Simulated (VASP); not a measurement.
# Ir (Fm-3m) in VASP: a series of runs, part 3 of 3

VASP 6.6.1.

**4. Single point, r2SCAN0**

This run uses another cell than the first one, of 14.06 Å³/atom, 0.943 times its volume.

Input file POSCAR:

```
Ir
1.0
    0.0000000000      1.9156000000      1.9156000000
    1.9156000000      0.0000000000      1.9156000000
    1.9156000000      1.9156000000      0.0000000000
Ir
1
Direct
    0.0000000000      0.0000000000      0.0000000000
```

Input file INCAR.step1:

```
SYSTEM = Ir
PREC     = Accurate       ! precision mode
ENCUT    = 520            ! plane-wave cutoff, eV
EDIFF    = 1E-5           ! SCF threshold, eV
ISMEAR   = -1             ! smearing method
SIGMA    = 0.05           ! smearing width, eV
LREAL    = .FALSE.        ! projectors in reciprocal space
LASPH    = .TRUE.         ! aspherical terms in the spheres
NELM     = 100            ! most SCF steps
ALGO     = Normal         ! electronic algorithm
ISIF     = 2              ! what is computed and relaxed
LWAVE    = .TRUE.         ! write WAVECAR
LCHARG   = .FALSE.        ! write CHGCAR
GGA      = PE             ! functional
NBANDS   = 10             ! bands
```

Input file INCAR.step2:

```
SYSTEM = Ir
PREC     = Accurate       ! precision mode
ENCUT    = 520            ! plane-wave cutoff, eV
EDIFF    = 1E-6           ! SCF threshold, eV
ISMEAR   = -1             ! smearing method
SIGMA    = 0.05           ! smearing width, eV
LREAL    = .FALSE.        ! projectors in reciprocal space
LASPH    = .TRUE.         ! aspherical terms in the spheres
NELM     = 100            ! most SCF steps
ALGO     = Normal         ! electronic algorithm
ISIF     = 2              ! what is computed and relaxed
LWAVE    = .FALSE.        ! write WAVECAR
LCHARG   = .FALSE.        ! write CHGCAR
METAGGA  = R2SCAN         ! meta-GGA
LHFCALC  = .TRUE.         ! exact exchange
AEXX     = 0.25           ! exact-exchange fraction
LMIXTAU  = .TRUE.       
PRECFOCK = Normal       
ISTART   = 1            
NBANDS   = 10             ! bands
```

Input file KPOINTS:

```
Automatic mesh
0
G
  6 6 6
  0 0 0
```

Potentials or basis: VASP PAW PBE potentials, release 64 (Ir).

On the command line:

```sh
cat potpaw_PBE.64/Ir/POTCAR > POTCAR
cp INCAR.step1 INCAR
mpirun -np 1 vasp_std > vasp.out
cp INCAR.step2 INCAR
mpirun -np 1 vasp_std > vasp.out
```

OUTCAR:

```text
SYSTEM = Ir
   PREC = Accurate
   ENCUT = 520
   EDIFF = 1E-6
   ISMEAR = -1
   LREAL = .FALSE.
   LASPH = .TRUE.
   NELM = 100
   ISIF = 2
   METAGGA = R2SCAN
   LHFCALC = .TRUE.
   AEXX = 0.25
   PRECFOCK = Normal
   ISTART = 1

 ion  position               nearest neighbor table
   1  0.000  0.000  0.000-

  LATTYP: Found a face centered cubic cell.
 ALAT       =     3.8312000000

  Lattice vectors:

 A1 = (   0.0000000000,   1.9156000000,   1.9156000000)
 A2 = (   1.9156000000,   0.0000000000,   1.9156000000)
 A3 = (   1.9156000000,   1.9156000000,   0.0000000000)

Analysis of symmetry for initial positions (statically):
=====================================================================
 Subroutine PRICEL returns:
 Original cell was already a primitive cell.

 Routine SETGRP: Setting up the symmetry group for a
 face centered cubic supercell.

 Subroutine GETGRP returns: Found 48 space group operations
 (whereof 48 operations were pure point group operations)
 out of a pool of 48 trial point group operations.

The static configuration has the point symmetry O_h .

Analysis of symmetry for dynamics (positions and initial velocities):
=====================================================================
 Subroutine PRICEL returns:
 Original cell was already a primitive cell.

 Routine SETGRP: Setting up the symmetry group for a
 face centered cubic supercell.

 Subroutine GETGRP returns: Found 48 space group operations
 (whereof 48 operations were pure point group operations)
 out of a pool of 48 trial point group operations.

The dynamic configuration has the point symmetry O_h .

 Subroutine INISYM returns: Found 48 space group operations
 (whereof 48 operations are pure point group operations),
 and found     1 'primitive' translations

----------------------------------------------------------------------------------------

                                     Primitive cell

  volume of cell :      14.0587

  direct lattice vectors                    reciprocal lattice vectors
     0.000000000  1.915600000  1.915600000    -0.261014826  0.261014826  0.261014826
     1.915600000  0.000000000  1.915600000     0.261014826 -0.261014826  0.261014826
     1.915600000  1.915600000  0.000000000     0.261014826  0.261014826 -0.261014826

  length of vectors
     2.709067500  2.709067500  2.709067500     0.452090940  0.452090940  0.452090940

  position of ions in fractional coordinates (direct lattice)
     0.000000000  0.000000000  0.000000000

  ion indices of the primitive-cell ions
   primitive index   ion index
                 1           1

----------------------------------------------------------------------------------------

 KPOINTS: Automatic mesh

Automatic generation of k-mesh.
 Grid dimensions read from file:
 generate k-points for:    6    6    6

 Generating k-lattice:

  Cartesian coordinates                     Fractional coordinates (reciprocal lattice)
    -0.043502471  0.043502471  0.043502471     0.166666667  0.000000000  0.000000000
[... 30 lines left out ...]
 -0.333333  0.333333  0.166667     24.000000
 -0.333333  0.500000  0.166667     12.000000
   k-points           NKPTS =     16   k-points in BZ     NKDIM =    216   number of bands    NBANDS=     10
   number of dos      NEDOS =    301   number of ions     NIONS =      1
   total plane-waves  NPLWV =   8000
   dimension x,y,z NGX =    20 NGY =   20 NGZ =   20
   dimension x,y,z NGXF=    40 NGYF=   40 NGZF=   40
   ions per type =               1
   NGX,Y,Z   is equivalent  to a cutoff of  12.27, 12.27, 12.27 a.u.
   NGXF,Y,Z  is equivalent  to a cutoff of  24.55, 24.55, 24.55 a.u.
 SYSTEM =  Ir
   PREC   = accura    normal or accurate (medium, high low for compatibility)
   ISTART =      1    job   : 0-new  1-cont  2-samecut
   ICHARG =      0    charge: 1-file 2-atom 10-const
   ISPIN  =      1    spin polarized calculation?
   LNONCOLLINEAR =      F non collinear calculations
   LSORBIT =      F    spin-orbit coupling
   LASPH  =      T    aspherical Exc in radial PAW
   ENCUT  =  520.0 eV  38.22 Ry    6.18 a.u.   5.04  5.04  5.04*2*pi/ulx,y,z
   NELM   =    100;   NELMIN=  2; NELMDL=  0     # of ELM steps
   EDIFF  = 0.1E-05   stopping-criterion for ELM
   LREAL  =      F    real-space projection
   EDIFFG = 0.1E-04   stopping-criterion for IOM
   NSW    =      0    number of steps for IOM
   IBRION =     -1    ionic relax: 0-MD 1-quasi-New 2-CG
   NFREE  =      0    steps in history (QN), initial steepest desc. (CG)
   ISIF   =      2    stress and relaxation
   ISYM   =      3    0-nonsym 1-usesym 2-fastsym
   POTIM  = 0.5000    time-step for ionic-motion
   TEBEG  =    0.0;   TEEND  =   0.0 temperature during run
   PSTRESS=    0.0 pullay stress
   NELECT =       9.0000    total number of electrons
   NUPDOWN=      -1.0000    fix difference up-down
   EMIN   =  10.00;   EMAX   =-10.00  energy-range for DOS
   EFERMI =   0.00;   METHOD = LEGACY
   ISMEAR =    -1;   SIGMA  =   0.05  broadening in eV -4-tet -1-fermi 0-gaus
   EFERMI_NEDOS =   21; number of points for ismear=-14 and -15
   IALGO  =     38    algorithm
   IMIX   =      1    mixing-type and parameters
     AMIX     =   0.40;   BMIX     =  1.00
     AMIX_MAG =   1.60;   BMIX_MAG =  1.00
  volume/ion in A,a.u.               =      14.06        94.87
  Fermi-wavevector in a.u.,A,eV,Ry     =   1.410937  2.666284 27.085691  1.990742
  Thomas-Fermi vector in A             =   2.532839
   LORBIT       =      0    0 simple, 1 ext, 2 COOP (PROOUT), +10 PAW based schemes
   METAGGA = R2SCAN    functional components
   LHFCALC =     T    Hartree Fock is set to
   PRECFOCK=normal    Normal, Fast or Accurate (Low or Medium for compatibility)
   ENCUT4O =  -1.0   cutoff for four orbital integrals eV
   NKREDX  =     1    reduce k-point grid by
   NKREDY  =     1    reduce k-point grid by
   NKREDZ  =     1    reduce k-point grid by
   AEXX    =    0.2500 exact exchange contribution
   HFSCREEN=    0.0000 screening length (either q_TF or 0.3 A-1)
   HFSCREENC=   0.0000 screening length for correlation (either q_TF or 0.3 A-1)
   ENCUTFOCK=  -1.0 apply spherical cutoff to Coloumb kernel
   IVDW    =     0    specifies the selected vdW correction
   LEPSILON=     F    determine dielectric tensor
   LRPA    =     F    only Hartree local field effects (RPA)
 non-spin polarized calculation
  energy-cutoff  :      520.00
  volume of cell :       14.06
 maximum number of plane-waves:       388
  NGX = 16; NGY = 16; NGZ = 16

 number of electron       9.0000000 magnetization

 Free energy of the ion-electron system (eV)
  ---------------------------------------------------
  ext. energy  EPLUGINS =         0.00000000
  ---------------------------------------------------
  free energy    TOTEN  =       -43.97190477 eV

  energy without entropy =      -43.96524987  energy(sigma->0) =      -43.96857732

 E-fermi :   9.3254     XC(G=0): -11.9336

 val. band max:        9.2686164887   @ k =   0.5000   0.3333   0.1667
 cond. band min:      10.0031308922   @ k =   0.3333   0.0000   0.0000
 fundamental gap:      0.7345144035
 Fermi energy:         9.3254440653

 k-point     1 :       0.0000    0.0000    0.0000
  band No.  band energies     occupation
      1      -3.1133      2.00000
      2       4.9155      2.00000
      3       4.9155      2.00000
      4       4.9155      2.00000
      5       7.7673      2.00000
      6       7.7673      2.00000
      7      26.3743      0.00000
      8      32.4488      0.00000
      9      32.4488      0.00000
     10      32.4488      0.00000
[... 183 lines left out ...]
 k-point    16 :      -0.3333    0.5000    0.1667
  band No.  band energies     occupation
      1       1.4840      2.00000
      2       2.2661      2.00000
      3       5.9970      2.00000
      4       8.1524      2.00000
      5      12.2236      0.00000
      6      18.2041      0.00000
      7      20.4158      0.00000
      8      22.4826      0.00000
      9      25.1984      0.00000
     10      37.5351      0.00000

------------------------ aborting loop because EDIFF is reached ----------------------------------------

  FORCE on cell =-STRESS in cart. coord.  units (eV):
  Direction    XX          YY          ZZ          XY          YZ          ZX
  --------------------------------------------------------------------------------------
  -------------------------------------------------------------------------------------
  Total       -0.2742094     -0.2742094     -0.2742094     -0.0000000      0.0000000     -0.0000000
  in kB      -31.2498904    -31.2498904    -31.2498904     -0.0000000      0.0000000     -0.0000000
  external PRESSURE =     -31.2498904 kB  Pullay stress =       0.0000000 kB

 VOLUME and BASIS-vectors are now :
 -----------------------------------------------------------------------------
  energy-cutoff  :      520.00
  volume of cell :       14.06
      direct lattice vectors                 reciprocal lattice vectors
     0.000000000  1.915600000  1.915600000    -0.261014826  0.261014826  0.261014826
     1.915600000  0.000000000  1.915600000     0.261014826 -0.261014826  0.261014826
     1.915600000  1.915600000  0.000000000     0.261014826  0.261014826 -0.261014826

 POSITION                                       TOTAL-FORCE (eV/Angst)
 -----------------------------------------------------------------------------------
      0.00000      0.00000      0.00000        -0.000000     -0.000000     -0.000000
 -----------------------------------------------------------------------------------
    total drift:                               -0.000000     -0.000000     -0.000000

  FREE ENERGIE OF THE ION-ELECTRON SYSTEM (eV)
  ---------------------------------------------------
  free  energy   TOTEN  =       -43.9719047671 eV

  energy  without entropy=      -43.9652498673  energy(sigma->0) =      -43.96857732
```

Run time: 9.5 min. Hardware: 1 thread of Intel Xeon Platinum 8175M at 2.50GHz (Skylake/Cascade Lake), shared host; peak memory 0.15 GiB.

Results:

- Free energy: -43.9719 eV
- Pressure: -3.1 GPa

Caveat: the k points lie up to 0.47 Å⁻¹ apart; the PAW data sets were made with another functional, which shifts forces and pressure a little; spin-orbit coupling is left out, which moves the levels of the heavy elements.

**5. Summary**

```csv
level,cell,share of exact exchange,screening parameter,gap on the mesh (eV),pressure (GPa)
r2SCANh,"a = 2.762 Å, angles 60.0°, 1 atom",-,-,none,-17.4
PBEsol-based screened hybrid,"a = 2.689 Å, angles 60.0°, 1 atom",0.25,0.207 1/Å,none,3.1
r2SCAN0,"a = 2.709 Å, angles 60.0°, 1 atom",-,-,none,-3.1
```

Alike in all rows: task single point; potentials or basis VASP PAW PBE potentials, release 64 (Ir); no spin polarisation; k mesh 6 × 6 × 6; cutoff (eV) 520; smearing fermi-dirac 0.05 eV.

Caveats: all runs use coarse meshes; the PAW data sets were made with another functional, which shifts forces and pressure a little; spin-orbit coupling is left out, which moves the levels of the heavy elements.

Absolute energies hang on the potentials; compare differences alone.
